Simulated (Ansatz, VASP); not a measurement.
**Two plane-wave programs on Rb3Al**

```
Rb Al
1.0
     5.13029    0.00000    0.00000
     0.00000    5.13029    0.00000
     0.00000    0.00000    5.13029
Rb Al
3 1
Cartesian
  0.0000 2.5651 2.5651
  2.5651 0.0000 2.5651
  2.5651 2.5651 0.0000
  0.0000 0.0000 0.0000
```

Alike in both runs: task relaxation of cell and atoms; functional PBE; k mesh 4 × 4 × 4; occupations gaussian, width 0.1 eV; no spin polarisation.

```csv
,VASP,Ansatz
version,VASP 6.6.1,Ansatz 0.2.0
potentials or method,"VASP PAW PBE potentials, release 64 (Rb_sv, Al), cutoff 600 eV","scalar-relativistic, plane waves, PAW"
valence electrons in the cell,30,30
```

Ansatz gave:

* gap on the k mesh at the Fermi level, each at its own relaxed structure (eV): none
* relaxed volume (Å³/atom): 54.72
* relaxed length of the cell vector where the two differ most in proportion (Å): 6.027

Task: Which values does VASP return?

Result: gap on the k mesh at the Fermi level, each at its own relaxed structure (eV): none; relaxed volume (Å³/atom): 56.52; relaxed length of the cell vector where the two differ most in proportion (Å): 6.092.

A gap of «none» marks a metal or a gap that the smearing closes.

Noted on VASP's run: the volume moved by over 15 % at a fixed basis, so the end points are rough.
